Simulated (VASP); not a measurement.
# Ti2O (P1) in VASP: a series of runs, part 3 of 3

VASP 6.6.1. Earlier steps stand in the parts before.

## 4. Single point, LDA

Input file INCAR:

```
SYSTEM = Ti2O
PREC     = Accurate       ! precision mode
ENCUT    = 520            ! plane-wave cutoff, eV
EDIFF    = 1E-7           ! SCF threshold, eV
ISMEAR   = 1              ! smearing method
SIGMA    = 0.1            ! smearing width, eV
LREAL    = .FALSE.        ! projectors in reciprocal space
LASPH    = .TRUE.         ! aspherical terms in the spheres
NELM     = 100            ! most SCF steps
ALGO     = Normal         ! electronic algorithm
ISIF     = 2              ! what is computed and relaxed
LWAVE    = .FALSE.        ! write WAVECAR
LCHARG   = .TRUE.         ! write CHGCAR
GGA      = CA             ! functional
LELF     = .TRUE.         ! ELF
LVHAR    = .TRUE.       
NBANDS   = 22             ! bands
```

Input file KPOINTS:

```
Automatic mesh
0
G
  7 7 4
  0 0 0
```

Input file POSCAR:

```
Ti2O
1.0
    2.9194000000      0.0000000000      0.0000000000
   -1.4597000000      2.5282750000      0.0000000000
    0.0000000000      0.0000000000      4.7130000000
Ti O
2 1
Direct
    0.6634773253      0.3321420330      0.2634351409
    0.3246271980      0.6734349623      0.7389185558
   -0.0056950684      0.0007454490      0.0015425066
```

Potentials or basis: VASP PAW LDA potentials, release 64 (Ti_sv, O).

The run is started by

```console
> cat potpaw_LDA.64/Ti_sv/POTCAR potpaw_LDA.64/O/POTCAR > POTCAR
> mpirun -np 1 vasp_std > vasp.out
```

OUTCAR:

```text
SYSTEM = Ti2O
   PREC = Accurate
   ENCUT = 520
   EDIFF = 1E-7
   ISMEAR = 1
   LREAL = .FALSE.
   LASPH = .TRUE.
   NELM = 100
   ISIF = 2
   GGA = CA

 ion  position               nearest neighbor table
   1  0.663  0.332  0.263-   3 2.08   3 2.09   3 2.09   2 2.79   2 2.80   2 2.82
   2  0.325  0.673  0.739-   3 2.07   3 2.10   3 2.10   1 2.79   1 2.80   1 2.82
   3  0.994  0.001  0.002-   2 2.07   1 2.08   1 2.09   1 2.09   2 2.10   2 2.10

  LATTYP: Found a hexagonal cell.
 ALAT       =     2.9194000000
 C/A-ratio  =     1.6143728163

  Lattice vectors:

 A1 = (   2.9194000000,   0.0000000000,   0.0000000000)
 A2 = (  -1.4597000000,   2.5282750000,   0.0000000000)
 A3 = (   0.0000000000,   0.0000000000,   4.7130000000)

Analysis of symmetry for initial positions (statically):
=====================================================================
 Subroutine PRICEL returns:
 Original cell was already a primitive cell.

 Routine SETGRP: Setting up the symmetry group for a
 hexagonal supercell.

 Subroutine GETGRP returns: Found  1 space group operations
 (whereof  1 operations were pure point group operations)
 out of a pool of 24 trial point group operations.

The static configuration has the point symmetry C_1 .

Analysis of symmetry for dynamics (positions and initial velocities):
=====================================================================
 Subroutine PRICEL returns:
 Original cell was already a primitive cell.

 Routine SETGRP: Setting up the symmetry group for a
 hexagonal supercell.

 Subroutine GETGRP returns: Found  1 space group operations
 (whereof  1 operations were pure point group operations)
 out of a pool of 24 trial point group operations.

The dynamic configuration has the point symmetry C_1 .

 Subroutine INISYM returns: Found  1 space group operations
 (whereof  1 operations are pure point group operations),
 and found     1 'primitive' translations

[... 114 lines left out ...]
   IMIX   =      4    mixing-type and parameters
     AMIX     =   0.40;   BMIX     =  1.00
     AMIX_MAG =   1.60;   BMIX_MAG =  1.00
  volume/ion in A,a.u.               =      11.60        78.25
  Fermi-wavevector in a.u.,A,eV,Ry     =   1.558273  2.944708 33.037855  2.428214
  Thomas-Fermi vector in A             =   2.661801
   LORBIT       =      0    0 simple, 1 ext, 2 COOP (PROOUT), +10 PAW based schemes
   GGA     = CA    functional components
   LHFCALC =     F    Hartree Fock is set to
   AEXX    =    0.0000 exact exchange contribution
   IVDW    =     0    specifies the selected vdW correction
   LEPSILON=     F    determine dielectric tensor
   LRPA    =     F    only Hartree local field effects (RPA)
 non-spin polarized calculation
 Methfessel and Paxton  Order N= 1 SIGMA  =   0.10
  energy-cutoff  :      520.00
  volume of cell :       34.79
 maximum number of plane-waves:       966
 NGX is ok and might be reduce to    24
   NGX = 11   NGY = 11   NGZ = 17

 number of electron      29.9999998 magnetization

 Free energy of the ion-electron system (eV)
  ---------------------------------------------------
  ext. energy  EPLUGINS =         0.00000000
  ---------------------------------------------------
  free energy    TOTEN  =       -28.73927352 eV

  energy without entropy =      -28.73883789  energy(sigma->0) =      -28.73912831

 E-fermi :  10.1932     XC(G=0): -12.8848

 val. band max:       10.1901872766   @ k =   0.0000   0.0000   0.0000
 cond. band min:      10.2222430540   @ k =  -0.1429   0.1429   0.2500
 fundamental gap:      0.0320557774
 Fermi energy:        10.1931695375

 k-point     1 :       0.0000    0.0000    0.0000
  band No.  band energies     occupation
      1     -46.2645      2.00000
      2     -46.1106      2.00000
      3     -23.3898      2.00000
      4     -22.6122      2.00000
      5     -22.6043      2.00000
      6     -22.5214      2.00000
[... 589 lines left out ...]
     21      13.3979      0.00000
     22      14.5454      0.00000

 [... further k-points ...]

------------------------ aborting loop because EDIFF is reached ----------------------------------------

  FORCE on cell =-STRESS in cart. coord.  units (eV):
  Direction    XX          YY          ZZ          XY          YZ          ZX
  --------------------------------------------------------------------------------------
  -------------------------------------------------------------------------------------
  Total        0.2170857      0.2677055     -0.4607892      0.0325412      0.0558240     -0.0822432
  in kB        9.9983050     12.3296996    -21.2225458      1.4987482      2.5710842     -3.7878694
  external PRESSURE =       0.3684863 kB  Pullay stress =       0.0000000 kB

 VOLUME and BASIS-vectors are now :
 -----------------------------------------------------------------------------
  energy-cutoff  :      520.00
  volume of cell :       34.79
      direct lattice vectors                 reciprocal lattice vectors
     2.919400000  0.000000000  0.000000000     0.342536138  0.197763297  0.000000000
    -1.459700000  2.528275000  0.000000000     0.000000000  0.395526594  0.000000000
     0.000000000  0.000000000  4.713000000     0.000000000  0.000000000  0.212179079

 POSITION                                       TOTAL-FORCE (eV/Angst)
 -----------------------------------------------------------------------------------
      1.45213      0.83975      1.24157        -0.058367      0.029900      0.096277
     -0.03530      1.70263      3.48252         0.101414     -0.085710     -0.074926
      2.90169      0.00188      0.00727        -0.043047      0.055809     -0.021351
 -----------------------------------------------------------------------------------
    total drift:                               -0.000240      0.000018      0.000234

  FREE ENERGIE OF THE ION-ELECTRON SYSTEM (eV)
  ---------------------------------------------------
  free  energy   TOTEN  =       -28.7392735250 eV

  energy  without entropy=      -28.7388378862  energy(sigma->0) =      -28.73912831
```

OSZICAR:

```text
N       E                     dE             d eps       ncg     rms          rms(c)
DAV:   1     0.344892194381E+03    0.34489E+03   -0.15351E+04  4356   0.172E+03
DAV:   2     0.831042205302E+01   -0.33658E+03   -0.32202E+03  4602   0.483E+02
DAV:   3    -0.300030800549E+02   -0.38314E+02   -0.37480E+02  6824   0.145E+02
DAV:   4    -0.328432615849E+02   -0.28402E+01   -0.28273E+01  5734   0.354E+01
DAV:   5    -0.329466494560E+02   -0.10339E+00   -0.10338E+00  5840   0.595E+00    0.178E+01
DAV:   6    -0.289510473694E+02    0.39956E+01   -0.21313E+01  5716   0.457E+01    0.561E+00
DAV:   7    -0.287587365965E+02    0.19231E+00   -0.18360E+00  6160   0.108E+01    0.351E+00
DAV:   8    -0.287382467307E+02    0.20490E-01   -0.22714E-01  5812   0.418E+00    0.104E+00
DAV:   9    -0.287473131850E+02   -0.90665E-02   -0.88734E-02  6064   0.437E+00    0.963E-01
DAV:  10    -0.287386964132E+02    0.86168E-02   -0.45805E-02  6030   0.313E+00    0.425E-01
DAV:  11    -0.287393165872E+02   -0.62017E-03   -0.73241E-03  4852   0.885E-01    0.580E-02
DAV:  12    -0.287392661812E+02    0.50406E-04   -0.58633E-04  6648   0.294E-01    0.435E-02
DAV:  13    -0.287392753724E+02   -0.91913E-05   -0.10165E-04  6102   0.971E-02    0.122E-02
DAV:  14    -0.287392737702E+02    0.16023E-05   -0.80273E-06  6376   0.349E-02    0.495E-03
DAV:  15    -0.287392735565E+02    0.21370E-06   -0.11318E-06  5850   0.128E-02    0.268E-03
DAV:  16    -0.287392735250E+02    0.31502E-07   -0.16700E-07  3562   0.413E-03
   1 F= -.28739274E+02 E0= -.28739128E+02  d E =-.435639E-03
```

stdout:

```text
POSCAR found type information on POSCAR TiO
 POSCAR found :  2 types and       3 ions
 scaLAPACK will be used
 LDA part: xc-table for (Slater(with rela. corr.)+CA(PZ))
 , standard interpolation
 POSCAR, INCAR and KPOINTS ok, starting setup
 FFT: planning ... GRIDC
 FFT: planning ... GRID_SOFT
 FFT: planning ... GRID
 WAVECAR not read
 entering main loop
```

It took 1.9 min on 1 thread of Intel Xeon 8259CL, shared host; peak memory 0.19 GiB.

Results:

| Property | Result |
| --- | --- |
| Free energy | -28.7393 eV |
| Pressure | 0.0 GPa |
| Largest force | 0.152 eV/Å |
| Band gap on the k mesh | zero (bands 15 and 16 overlap by 0.53 eV) |

Forces in eV/Å, atoms in the order of the input:
```
Ti  -0.058  0.030  0.096
Ti   0.101 -0.086 -0.075
O   -0.043  0.056 -0.021
```
